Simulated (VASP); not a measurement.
HgTe:

```
Hg Te
1.0
     0.00000    3.22185    3.22185
     3.22185    0.00000    3.22185
     3.22185    3.22185    0.00000
Hg Te
1 1
Cartesian
  0.0000 0.0000 0.0000
  3.2218 3.2218 3.2218
```

Base run:

| Property | Result |
| --- | --- |
| Program | VASP 6.6.1 |
| Functional | r2SCAN |
| Potentials or basis | VASP PAW PBE potentials, release 64 (Hg, Te) |
| Cutoff | 520 eV |
| k mesh | 7 × 7 × 7 |
| Occupations | fermi-dirac, width 0.05 eV |
| Spin | no spin polarisation |

Its results: band gap on the k mesh zero (band 9 reaches 2.62 eV, above the bottom of band 10 at 0.81 eV); pressure -5.7 GPa.

**Question.** After a change of settings the same cell gave: band gap on the k mesh zero (band 9 reaches 2.85 eV, above the bottom of band 10 at 1.09 eV); pressure -4.5 GPa. Which change was it?
A. functional from r2SCAN to LDA; potentials or basis from VASP PAW PBE potentials, release 64 (Hg, Te) to VASP PAW LDA potentials, release 64 (Hg, Te)
B. functional from r2SCAN to PBE; cutoff from 520 eV to 500 eV
C. functional from r2SCAN to PBEsol

**Answer.** B.

Caveats: spin-orbit coupling is left out, which moves the levels of the heavy elements; the PAW data sets were made with another functional, which shifts forces and pressure a little (some runs).
